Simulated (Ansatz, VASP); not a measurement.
# NiSb: VASP beside Ansatz

INCAR

```
SYSTEM = NiSb
ALGO     = Normal         ! electronic algorithm
EDIFF    = 1E-6           ! SCF threshold, eV
ENCUT    = 690            ! plane-wave cutoff, eV
GGA      = PE             ! functional
GGA_COMPAT= .False.      
ISIF     = 2              ! what is computed and relaxed
ISMEAR   = 0              ! smearing method
LASPH    = .True.         ! aspherical terms in the spheres
LCHARG   = .False.        ! write CHGCAR
LDAU     = .True.         ! DFT+U
LDAUJ    = 0 0          
LDAUL    = 2 -1           ! shell
LDAUPRINT= 1            
LDAUTYPE = 2            
LDAUU    = 7.7 0          ! U, eV
LMAXMIX  = 4              ! l up to which the mixer works
LREAL    = .False.        ! projectors in reciprocal space
LWAVE    = .False.        ! write WAVECAR
NBANDS   = 41             ! bands
NELM     = 200            ! most SCF steps
PREC     = Accurate       ! precision mode
SIGMA    = 0.1            ! smearing width, eV
```

KPOINTS

```
k-points
0
Gamma
  6 6 4
  0 0 0
```

Contents of POSCAR:

```
NiSb
1.0
    3.9399999606      0.0000000000      0.0000000000
   -1.9699999803      3.4121400568      0.0000000000
    0.0000000000      0.0000000000      5.1400000000
Ni Sb
2 2
Direct
    0.0000000000      0.0000000000      0.0000000000
    0.0000000000      0.0000000000      0.5000000000
    0.3333333333      0.6666666667      0.2500000000
    0.6666666667      0.3333333333      0.7500000000
```

Input for Ansatz:

```yaml
crystal:
  lattice:
    - [3.9399999606, 0.0, 0.0]
    - [-1.9699999803, 3.4121400568, 0.0]
    - [0.0, 0.0, 5.14]
  atoms:
    - { symbol: Ni, position: [0.0, 0.0, 0.0] }
    - { symbol: Ni, position: [0.0, 0.0, 0.5] }
    - { symbol: Sb, position: [0.3333333333, 0.6666666667, 0.25] }
    - { symbol: Sb, position: [0.6666666667, 0.3333333333, 0.75] }
basis:
  ecutwfc: 420
kpoints:
  mp_grid: { grid: [6, 6, 4] }
hamiltonian:
  xc: pbe
  hubbard: { sites: [{ species: Ni, l: d, u_eff: 7.7 }] }
scf:
  occupations: { method: gaussian, width: 0.1 }
output:
  forces: true
  stress: true
  eigenvalues: true
```

Alike in both runs: task single point; functional PBE; k mesh 6 × 6 × 4; occupations gaussian, width 0.1 eV; no spin polarisation; Hubbard terms Ni d U = 7.7 eV.

|  | VASP | Ansatz |
| --- | --- | --- |
| version | VASP 6.6.1 | Ansatz 0.2.0 |
| potentials or method | VASP PAW PBE potentials, release 64 (Ni_sv_GW, Sb_d_GW), cutoff 690 eV | scalar-relativistic, plane waves, PAW |
| valence electrons in the cell | 66 | 66 |

VASP gave:

* gap on the k mesh at the Fermi level (eV): none
* pressure (GPa): 1.4
* traceless stress, the component that is largest in VASP (GPa): 1.50

Question: Which values does Ansatz return?

Answer: gap on the k mesh at the Fermi level (eV): none; pressure (GPa): 1.8; traceless stress, the component that is largest in VASP (GPa): 0.90.

The programs project onto different local orbitals, so the same U acts differently, and such runs can settle in different states. A gap of «none» marks a metal or a gap that the smearing closes. Ansatz's warnings: filled band counts differ across k points.

Spin-orbit coupling is off throughout.
